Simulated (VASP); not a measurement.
# Sr (I4_1/amd) in VASP: density of states with PBE

Aim: the density of states of Sr with PBE.

Program: VASP 6.6.1. These are calculated values, not measurements. Logs are shortened: lines on timing, memory, paths and dates and some standing lists are left out, and cuts for length are marked.

## (1) The cell of the first run

The structure is tetragonal, space group I4_1/amd (No. 141). The conventional cell has a = 7.471 Å, b = 7.471 Å, c = 4.015 Å, α = 90.00°, β = 90.00°, γ = 90.00°. Within 5.1 Å of Sr (site symmetry -4m2) lie 10 Sr at 3.87 to 4.80 Å.

## (2) Density of states, PBE

POSCAR reads:

```
Sr
1.0
   -3.7353390340      3.7353390340      2.0075404371
    3.7353390340     -3.7353390340      2.0075404371
    3.7353390340      3.7353390340     -2.0075404371
Sr
2
Direct
   -0.3750000000     -0.1250000000     -0.2500000000
    0.3750000000      0.1250000000      0.2500000000
```

INCAR.step1 reads:

```
PREC = Accurate
ENCUT = 520
EDIFF = 1E-6
ISMEAR = -1
SIGMA = 0.1
LREAL = False
LASPH = True
NELM = 100
ALGO = Normal
ISIF = 2
LWAVE = False
LCHARG = True
GGA = PE
NBANDS = 17
```

KPOINTS.step1 reads:

```
Automatic mesh
0
Gamma
  12 12 12
```

INCAR.step2 reads:

```
PREC = Accurate
ENCUT = 520
EDIFF = 1E-6
ISMEAR = -5
SIGMA = 0.1
LREAL = False
LASPH = True
NELM = 100
ALGO = Normal
ISIF = 2
LWAVE = False
LCHARG = False
GGA = PE
LORBIT = 11
NBANDS = 17
NEDOS = 2001
ICHARG = 11
```

KPOINTS.step2 reads:

```
Automatic mesh
0
Gamma
  18 18 18
```

Potentials or basis: VASP PAW PBE potentials, release 64 (Sr_sv).

On the command line:

```sh
$ cat potpaw_PBE.64/Sr_sv/POTCAR > POTCAR
$ cp INCAR.step1 INCAR
$ cp KPOINTS.step1 KPOINTS
$ mpirun -np 1 vasp_std > vasp.out
$ cp INCAR.step2 INCAR
$ cp KPOINTS.step2 KPOINTS
$ mpirun -np 1 vasp_std > vasp.out
```

OUTCAR:

```text
PREC = Accurate
   ENCUT = 520
   EDIFF = 1E-6
   ISMEAR = -5
   LREAL = False
   LASPH = True
   NELM = 100
   ISIF = 2
   GGA = PE
   LORBIT = 11
   ICHARG = 11

 ion  position               nearest neighbor table
   1  0.625  0.875  0.750-   2 3.87   2 3.87   2 3.87   2 3.87   2 4.80   2 4.80   2 4.80   2 4.80

   2  0.375  0.125  0.250-   1 3.87   1 3.87   1 3.87   1 3.87   1 4.80   1 4.80   1 4.80   1 4.80

  LATTYP: Found a body centered tetragonal cell.
 ALAT       =     7.4706780680
 C/A-ratio  =     0.5374453079

  Lattice vectors:

 A1 = (  -3.7353390340,   3.7353390340,   2.0075404371)
 A2 = (   3.7353390340,  -3.7353390340,   2.0075404371)
 A3 = (   3.7353390340,   3.7353390340,  -2.0075404371)

Analysis of symmetry for initial positions (statically):
=====================================================================
 Subroutine PRICEL returns:
 Original cell was already a primitive cell.

 Routine SETGRP: Setting up the symmetry group for a
 body centered tetragonal supercell.

 Subroutine GETGRP returns: Found 16 space group operations
 (whereof  4 operations were pure point group operations)
 out of a pool of 16 trial point group operations.

The static configuration has the point symmetry C_2h.
 The point group associated with its full space group is D_4h.

Analysis of symmetry for dynamics (positions and initial velocities):
=====================================================================
 Subroutine PRICEL returns:
 Original cell was already a primitive cell.

 Routine SETGRP: Setting up the symmetry group for a
 body centered tetragonal supercell.

 Subroutine GETGRP returns: Found 16 space group operations
 (whereof  4 operations were pure point group operations)
 out of a pool of 16 trial point group operations.

The dynamic configuration has the point symmetry C_2h.
 The point group associated with its full space group is D_4h.

 Subroutine INISYM returns: Found 16 space group operations
 (whereof  4 operations are pure point group operations),
 and found     1 'primitive' translations

----------------------------------------------------------------------------------------

                                     Primitive cell

[... 88 lines left out ...]
   LSORBIT =      F    spin-orbit coupling
   LASPH  =      T    aspherical Exc in radial PAW
   ENCUT  =  520.0 eV  38.22 Ry    6.18 a.u.  10.51 10.51 10.51*2*pi/ulx,y,z
   NELM   =    100;   NELMIN=  2; NELMDL=  0     # of ELM steps
   EDIFF  = 0.1E-05   stopping-criterion for ELM
   LREAL  =      F    real-space projection
   EDIFFG = 0.1E-04   stopping-criterion for IOM
   NSW    =      0    number of steps for IOM
   IBRION =     -1    ionic relax: 0-MD 1-quasi-New 2-CG
   NFREE  =      0    steps in history (QN), initial steepest desc. (CG)
   ISIF   =      2    stress and relaxation
   ISYM   =      2    0-nonsym 1-usesym 2-fastsym
   POTIM  = 0.5000    time-step for ionic-motion
   TEBEG  =    0.0;   TEEND  =   0.0 temperature during run
   PSTRESS=    0.0 pullay stress
   NELECT =      20.0000    total number of electrons
   NUPDOWN=      -1.0000    fix difference up-down
   EMIN   =  10.00;   EMAX   =-10.00  energy-range for DOS
   EFERMI =   0.00;   METHOD = LEGACY
   ISMEAR =    -5;   SIGMA  =   0.10  broadening in eV -4-tet -1-fermi 0-gaus
   EFERMI_NEDOS =   21; number of points for ismear=-14 and -15
   IALGO  =     38    algorithm
   IMIX   =      4    mixing-type and parameters
     AMIX     =   0.40;   BMIX     =  1.00
     AMIX_MAG =   1.60;   BMIX_MAG =  1.00
  volume/ion in A,a.u.               =      56.02       378.05
  Fermi-wavevector in a.u.,A,eV,Ry     =   0.921772  1.741896 11.560368  0.849663
  Thomas-Fermi vector in A             =   2.047225
   LORBIT       =     11    0 simple, 1 ext, 2 COOP (PROOUT), +10 PAW based schemes
   GGA     = PE    functional components
   LHFCALC =     F    Hartree Fock is set to
   AEXX    =    0.0000 exact exchange contribution
   IVDW    =     0    specifies the selected vdW correction
   LEPSILON=     F    determine dielectric tensor
   LRPA    =     F    only Hartree local field effects (RPA)
 non-spin polarized calculation
 Fermi weights with tetrahedron method with Bloechl corrections
  energy-cutoff  :      520.00
  volume of cell :      112.04
 maximum number of plane-waves:      3043

 number of electron      20.0000000 magnetization

 Free energy of the ion-electron system (eV)
  ---------------------------------------------------
  ext. energy  EPLUGINS =         0.00000000
  ---------------------------------------------------
  free energy    TOTEN  =        -2.75355840 eV

  energy without entropy =       -2.75355840  energy(sigma->0) =       -2.75355840

 E-fermi :   1.3954     XC(G=0):  -7.2852

 val. band max:        1.3996456307   @ k =  -0.1111  -0.3889   0.1111
 cond. band min:       1.3602604665   @ k =  -0.3889  -0.3889   0.3333
 fundamental gap:     -0.0393851642
 Fermi energy:         1.3954093624

 k-point     1 :       0.0000    0.0000    0.0000
  band No.  band energies     occupation
      1     -35.3220      2.00000
      2     -35.2871      2.00000
      3     -17.4055      2.00000
      4     -17.4055      2.00000
      5     -17.1954      2.00000
      6     -17.1921      2.00000
[... 457 lines left out ...]
      4     -17.3749      2.00000
      5     -17.2514      2.00000
      6     -17.2376      2.00000
[... 9 lines left out ...]
     16       4.1750      0.00000
     17       4.3278      0.00000

 [... further k-points ...]
[... 5 lines left out ...]
  --------------------------------------------------------------------------------------
  -------------------------------------------------------------------------------------
  Total       -0.1899130     -0.1899130     -0.0179582      0.0000000      0.0000000      0.0000000
  in kB       -2.7156946     -2.7156946     -0.2567958      0.0000000      0.0000000      0.0000000
  external PRESSURE =      -1.8960617 kB  Pullay stress =       0.0000000 kB

 VOLUME and BASIS-vectors are now :
 -----------------------------------------------------------------------------
  energy-cutoff  :      520.00
  volume of cell :      112.04
      direct lattice vectors                 reciprocal lattice vectors
    -3.735339034  3.735339034  2.007540437     0.000000000  0.133856658  0.249060986
     3.735339034 -3.735339034  2.007540437     0.133856658  0.000000000  0.249060986
     3.735339034  3.735339034 -2.007540437     0.133856658  0.133856658  0.000000000

 POSITION                                       TOTAL-FORCE (eV/Angst)
 -----------------------------------------------------------------------------------
      3.73534      1.86767      1.50566         0.000000     -0.000000     -0.000000
     -0.00000      1.86767      0.50189        -0.000000      0.000000      0.000000
 -----------------------------------------------------------------------------------
    total drift:                                0.000000     -0.000000      0.000000

  FREE ENERGIE OF THE ION-ELECTRON SYSTEM (eV)
  ---------------------------------------------------
  free  energy   TOTEN  =        -2.7535583979 eV

  energy  without entropy=       -2.7535583979  energy(sigma->0) =       -2.75355840

 total charge

# of ion       s       p       d       tot
------------------------------------------
    1        2.060   5.715   0.145   7.920
    2        2.060   5.715   0.145   7.920
--------------------------------------------------
tot          4.120  11.431   0.290  15.841
```

OSZICAR.step1:

```text
N       E                     dE             d eps       ncg     rms          rms(c)
DAV:   1     0.106551721889E+03    0.10655E+03   -0.93704E+03  5550   0.985E+02
DAV:   2     0.567017870578E+01   -0.10088E+03   -0.99340E+02  7039   0.229E+02
DAV:   3    -0.260113704677E+01   -0.82713E+01   -0.82307E+01 10164   0.456E+01
DAV:   4    -0.280640289624E+01   -0.20527E+00   -0.20501E+00  7348   0.649E+00
DAV:   5    -0.281125114861E+01   -0.48483E-02   -0.48475E-02  9031   0.762E-01    0.162E+01
DAV:   6    -0.281323654165E+01   -0.19854E-02   -0.14711E-02  7153   0.123E+00    0.914E+00
DAV:   7    -0.281367943242E+01   -0.44289E-03   -0.28312E-02  7051   0.163E+00    0.416E-01
DAV:   8    -0.281386524199E+01   -0.18581E-03   -0.39174E-03  8756   0.310E-01    0.135E-01
DAV:   9    -0.281393274634E+01   -0.67504E-04   -0.11251E-04  7685   0.674E-02    0.479E-02
DAV:  10    -0.281396235479E+01   -0.29608E-04   -0.22103E-05  7125   0.365E-02    0.699E-03
DAV:  11    -0.281396168204E+01    0.67275E-06   -0.12445E-06  6405   0.712E-03
   1 F= -.28139617E+01 E0= -.27597352E+01  d E =-.108453E+00
```

It took 16 min on 1 thread of Oxide Virtual Turin-like, shared host; peak memory 0.79 GiB.

What came out:

| Quantity | Value |
| --- | --- |
| Valence electrons inside the program's atomic spheres | Sr 7.92 |

Levels at points of the mesh, in eV from the Fermi level:
| k point | band 6 | band 7 | band 8 | band 9 | band 10 | band 11 | band 12 | band 13 | band 14 | band 15 |
| --- | --- | --- | --- | --- | --- | --- | --- | --- | --- | --- |
| (0.00, 0.00, 0.00) | -18.59 | -18.58 | -18.58 | -3.46 | -0.33 | 0.62 | 1.08 | 1.67 | 2.57 | 2.57 |
| (0.50, 0.00, 0.00) | -18.67 | -18.65 | -18.56 | -0.81 | -0.06 | -0.02 | 1.04 | 1.29 | 1.78 | 2.46 |
| (0.50, 0.50, 0.00) | -18.70 | -18.58 | -18.58 | -1.88 | -1.88 | 1.06 | 1.06 | 1.56 | 1.56 | 2.53 |
| (0.50, 0.50, 0.50) | -18.59 | -18.55 | -18.55 | -1.17 | -1.17 | -0.10 | -0.10 | 1.64 | 1.64 | 3.27 |

Caveat: tetrahedron occupations give inexact forces and stress in metals.
